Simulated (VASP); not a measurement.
Here is a VASP 6.6.1 calculation.

INCAR

```
PREC = Accurate ; ENCUT = 520
EDIFF = 1E-6 ; ISMEAR = -1
SIGMA = 0.05 ; LREAL = False
LASPH = True ; NELM = 80
ALGO = Normal ; ISIF = 2
LWAVE = False ; LCHARG = False
GGA = PE ; NBANDS = 17
```

KPOINTS

```
Automatic mesh
0
Gamma
  9 9 9
```

File POSCAR:

```
SnTe
1.0
    0.0000000000      3.5337391279      3.5337391279
    3.5337391279      0.0000000000      3.5337391279
    3.5337391279      3.5337391279      0.0000000000
Sn Te
1 1
Direct
    0.0000000000      0.0000000000      0.0000000000
    0.2500000000      0.2500000000      0.2500000000
```

Potentials or basis: VASP PAW PBE potentials, release 64 (Sn_d, Te).

Command:

```bash
$ cat potpaw_PBE.64/Sn_d/POTCAR potpaw_PBE.64/Te/POTCAR > POTCAR
$ mpirun -np 1 vasp_std > vasp.out
```

Task: Estimate the pressure.

Result: 1.7 GPa.
